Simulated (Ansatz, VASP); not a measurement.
Zr3Mn in VASP and in Ansatz

```xyz
4
Lattice="4.3732 0.0000 0.0000 0.0000 4.3732 0.0000 0.0000 0.0000 4.3732" Properties=species:S:1:pos:R:3 pbc="T T T"
Zr    0.0000    2.1866    2.1866
Zr    2.1866    0.0000    2.1866
Zr    2.1866    2.1866    0.0000
Mn    0.0000    0.0000    0.0000
```

Alike in both runs: task relaxation of cell and atoms; functional PBE; k mesh 10 × 10 × 10; occupations gaussian, width 0.1 eV; no spin polarisation.

|  | VASP | Ansatz |
| --- | --- | --- |
| version | VASP 6.6.1 | Ansatz 0.2.0 |
| potentials or method | VASP PAW PBE potentials, release 64 (Zr_sv, Mn_pv), cutoff 600 eV | scalar-relativistic, plane waves, PAW |
| valence electrons in the cell | 49 | 51 |

```csv
,VASP,Ansatz,Ansatz less VASP
"gap on the k mesh at the Fermi level, each at its own relaxed structure (eV)",none,none,-
relaxed volume (Å³/atom),19.79,19.77,-0.020
relaxed cell length with the largest relative difference (Å),4.294,4.292,-0.0015
```

A gap of «none» marks a metal or a gap that the smearing closes. VASP's potentials hold 49 valence electrons a cell and Ansatz's 51, so a difference there can come from the potentials and not from the codes.
